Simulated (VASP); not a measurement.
Set up this calculation in VASP 6.6.1, as the native input.

* Task: single point
* Functional: LDA
* Potentials or basis: VASP PAW LDA potentials, release 64 (Ta_pv)
* Cutoff: 520 eV
* k mesh: 14 × 14 × 14
* Occupations: fermi-dirac, width 0.136057 eV
* Spin: no spin polarisation
* Dipole correction: no
* Further INCAR settings: ALGO = Normal; EDIFF = 1e-07; NBANDS = 12

The structure of Ta lies in POSCAR:

```
Ta
1.0
    0.0000000000      2.0737472479      2.0737472479
    2.0737472479      0.0000000000      2.0737472479
    2.0737472479      2.0737472479      0.0000000000
Ta
1
Direct
    0.0000000000      0.0000000000      0.0000000000
```

These files were run (other wordings do the same):

INCAR

```
SYSTEM = Ta
PREC = Accurate ; ENCUT = 520
EDIFF = 1E-7 ; ISMEAR = -1
SIGMA = 0.13605693000000002 ; LREAL = .False.
LASPH = .True. ; NELM = 100
ALGO = Normal ; ISIF = 2
LWAVE = .False. ; LCHARG = .False.
GGA = CA ; NBANDS = 12
```

KPOINTS

```
regular mesh
0
Gamma
  14 14 14
  0 0 0
```

Potentials or basis: VASP PAW LDA potentials, release 64 (Ta_pv).

Launch:

```console
$ cat potpaw_LDA.64/Ta_pv/POTCAR > POTCAR
$ mpirun -np 1 vasp_std > vasp.out
```

Results of the run:

| Quantity | Value |
| --- | --- |
| Pressure | -0.1 GPa |

Wall time 27 s on 1 thread of AMD EPYC 7R43 64-Core Processor (Zen 3), on a shared host, peak memory 0.11 GiB.
